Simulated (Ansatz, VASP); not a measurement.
# AlFe: VASP beside Ansatz

The input INCAR:

```
PREC     = Accurate       # precision mode
ENCUT    = 520            # plane-wave cutoff, eV
EDIFF    = 1E-6           # SCF threshold, eV
ISMEAR   = 0              # smearing method
SIGMA    = 0.1            # smearing width, eV
LREAL    = F              # projectors in reciprocal space
LASPH    = T              # aspherical terms in the spheres
NELM     = 150            # most SCF steps
ALGO     = Fast           # electronic algorithm
ISIF     = 2              # what is computed and relaxed
LWAVE    = F              # write WAVECAR
LCHARG   = T              # write CHGCAR
ISPIN    = 2              # spin polarisation
MAGMOM   = 0 0.75         # initial moments
LORBIT   = 11             # projections on sites
LMAXMIX  = 4              # l up to which the mixer works
GGA      = PS             # functional
LELF     = T              # ELF
LVHAR    = T            
NBANDS   = 16             # bands
```

The input KPOINTS:

```
Automatic mesh
0
Gamma
  14 14 14
```

File POSCAR:

```
AlFe
1.0
    2.7569611379      0.0000000000      0.0000000000
    0.0000000000      2.7569611379      0.0000000000
    0.0000000000      0.0000000000      2.7569611379
Al Fe
1 1
Direct
    0.0000000000      0.0000000000      0.0000000000
    0.5000000000      0.5000000000      0.5000000000
```

Input for Ansatz:

```yaml
crystal:
  lattice:
    - [2.7569611379, 0.0, 0.0]
    - [0.0, 2.7569611379, 0.0]
    - [0.0, 0.0, 2.7569611379]
  atoms:
    - { symbol: Al, position: [0.0, 0.0, 0.0] }
    - { symbol: Fe, position: [0.5, 0.5, 0.5], spin: 0.75 }
basis:
  ecutwfc: 420
kpoints:
  mp_grid: { grid: [14, 14, 14] }
hamiltonian:
  xc: pbesol
scf:
  occupations: { method: gaussian, width: 0.1 }
output:
  forces: true
  stress: true
  eigenvalues: true
  populations: true
magnetization:
  spin_polarized: true
```

Alike in both runs: task single point; functional PBEsol; k mesh 14 × 14 × 14; occupations gaussian, width 0.1 eV; collinear spin.

```csv
,VASP,Ansatz
version,VASP 6.6.1,Ansatz 0.2.0
potentials or method,"VASP PAW PBE potentials, release 64 (Al, Fe), cutoff 520 eV","scalar-relativistic, plane waves, PAW"
valence electrons in the cell,11,19
```

|  | VASP | Ansatz | Ansatz less VASP |
| --- | --- | --- | --- |
| gap on the k mesh at the Fermi level (eV) | none | none | - |
| pressure (GPa) | 22.3 | 21.9 | -0.42 |
| net moment per atom (μB) | 0.31 | 0.31 | +0.001 |
| size of the moment on the site where the two differ most (μB) | 0.63 | 0.62 | -0.010 |

VASP's potentials were made for PBE, not for PBEsol. Site moments also hang on the region over which each program counts them. A gap of «none» marks a metal or a gap that the smearing closes. VASP's potentials hold 11 valence electrons a cell and Ansatz's 19, so a difference there can come from the potentials and not from the codes.
